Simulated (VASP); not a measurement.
**ZnGa2O2: single point with PBE**

Crystal: ZnGa2O2.

```
Zn Ga O
1.0
     5.28478    0.00000    0.00000
    -2.64239    4.57675    0.00000
     0.00000    0.00000    3.62719
Zn Ga O
1 2 2
Cartesian
  0.0000 0.0000 0.0000
  0.0000 3.0512 0.0000
  2.6424 1.5256 0.0000
  0.0000 3.0512 1.8136
  2.6424 1.5256 1.8136
```

The cell was built from a structure type or drawn by symmetry, and may not be a known phase.

```
Program                : VASP 6.6.1
Task                   : single point
Functional             : PBE
Potentials or basis    : VASP PAW PBE potentials, release 64 (Zn, Ga_d, O)
Cutoff                 : 520 eV
k mesh                 : 6 × 6 × 6
Occupations            : gaussian, width 0.1 eV
Spin                   : no spin polarisation
Dipole correction      : no
Further INCAR settings : ALGO = Normal; EDIFF = 1e-06; NBANDS = 33
```

* Pressure: 0.2 GPa
* Band gap on the k mesh: zero (bands 25 and 26 overlap by 3.11 eV)

Stress tensor (GPa, compression positive):
```
0.12 0.00 0.00
0.00 0.12 0.00
0.00 0.00 0.27
```

Levels at points of the mesh, in eV from the Fermi level:
| k point | band 23 | band 24 | band 25 | band 26 | band 27 | band 28 |
| --- | --- | --- | --- | --- | --- | --- |
| (0.00, 0.00, 0.00) | -2.94 | -2.94 | 0.19 | 1.02 | 2.09 | 2.09 |
| (0.50, 0.00, 0.00) | -2.39 | -2.07 | -1.79 | -0.62 | 1.32 | 5.89 |
| (0.00, 0.00, 0.50) | -2.03 | -1.37 | 0.78 | 0.78 | 1.32 | 1.65 |
| (0.50, 0.00, 0.50) | -2.21 | -1.83 | -0.85 | 0.71 | 2.30 | 3.08 |

Wall time 54 s on 1 thread of AMD EPYC 7R13 Processor (Zen 3), with other jobs on the host, peak memory 0.21 GiB.
